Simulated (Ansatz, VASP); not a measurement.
# In3GaAs4: VASP beside Ansatz

```
In Ga As
1.0
     4.29036    0.00000    0.00000
     0.00000    4.29036    0.00000
     0.00000    0.00000   12.20222
In Ga As
3 1 4
Direct
  0.00000 0.00000 0.74133
  0.00000 0.00000 0.25867
  0.50000 0.50000 0.00000
  0.50000 0.50000 0.50000
  0.50000 0.00000 0.38869
  0.00000 0.50000 0.12938
  0.50000 0.00000 0.87062
  0.00000 0.50000 0.61131
```

Alike in both runs: task single point; functional PBE; k mesh 10 × 10 × 4; occupations gaussian, width 0.1 eV; no spin polarisation.

```csv
,VASP,Ansatz
version,VASP 6.6.1,Ansatz 0.2.0
potentials or method,"VASP PAW PBE potentials, release 64 (In_d, Ga_d, As), cutoff 520 eV","scalar-relativistic, plane waves, PAW"
valence electrons in the cell,72,112
```

|  | VASP | Ansatz | Ansatz less VASP |
| --- | --- | --- | --- |
| gap on the k mesh at the Fermi level (eV) | none | none | - |
| pressure (GPa) | 0.1 | 0.0 | -0.07 |
| rms of the force components (eV/Å) | 0.005 | 0.003 | -0.0013 |

Atom by atom the forces differ by 0.002 eV/Å (rms over components). A gap of «none» marks a metal or a gap that the smearing closes. With one functional, cell and mesh, what is left measures potentials, basis and numerics. VASP's potentials hold 72 valence electrons a cell and Ansatz's 112, so a difference there can come from the potentials and not from the codes.
